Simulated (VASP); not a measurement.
# Mo4C3: single point with PBE

Mo4C3:

```
Mo C
1.0
     4.53880    0.00000    0.00000
    -2.26940    3.93072    0.00000
     0.00000    0.00000    4.70333
Mo C
4 3
Direct
  0.33333 0.66667 0.00000
  0.66667 0.33333 0.00000
  0.00000 0.00000 0.25588
  0.00000 0.00000 0.74412
  0.42281 0.00000 0.50000
  0.00000 0.42281 0.50000
  0.57719 0.57719 0.50000
```

The cell was generated, and may not be a known phase.

| Quantity | Value |
| --- | --- |
| Program | VASP 6.6.1 |
| Task | single point |
| Functional | PBE |
| Potentials or basis | VASP PAW PBE potentials, release 64 (Mo_sv, C) |
| Cutoff | 520 eV |
| k mesh | 12 × 12 × 8 |
| Occupations | gaussian, width 0.1 eV |
| Spin | no spin polarisation |
| Dipole correction | no |
| Further INCAR settings | ALGO = Normal; EDIFF = 1e-06; NBANDS = 43 |

```yaml
Pressure: 0.5 GPa
Largest_force: 0.059 eV/Å
Band_gap_on_the_k_mesh: zero (bands 34 and 35 overlap by 1.75 eV)
```

Forces in eV/Å, atoms in the order of the input:
```
Mo   0.000  0.000  0.000
Mo   0.000  0.000  0.000
Mo   0.000  0.000 -0.059
Mo   0.000  0.000  0.059
C    0.013  0.000  0.000
C   -0.006  0.011  0.000
C   -0.006 -0.011  0.000
```

Stress tensor (GPa, compression positive):
```
0.38 0.00 0.00
0.00 0.38 0.00
0.00 0.00 0.89
```

Levels at points of the mesh, in eV from the Fermi level:
```tsv
k point	band 32	band 33	band 34	band 35	band 36	band 37
(0.00, 0.00, 0.00)	0.02	0.02	0.23	0.23	0.82	1.84
(0.50, 0.00, 0.00)	-1.11	-0.97	0.71	0.83	0.93	1.19
(0.00, 0.00, 0.50)	-0.51	-0.51	-0.24	-0.24	0.49	0.62
(0.50, 0.00, 0.50)	-0.98	-0.60	-0.57	-0.35	0.26	0.65
```

Run time: 3.8 min on 1 thread of AMD EPYC 9R45 96-Core Processor (Zen 5), on a shared host, peak memory 0.35 GiB.
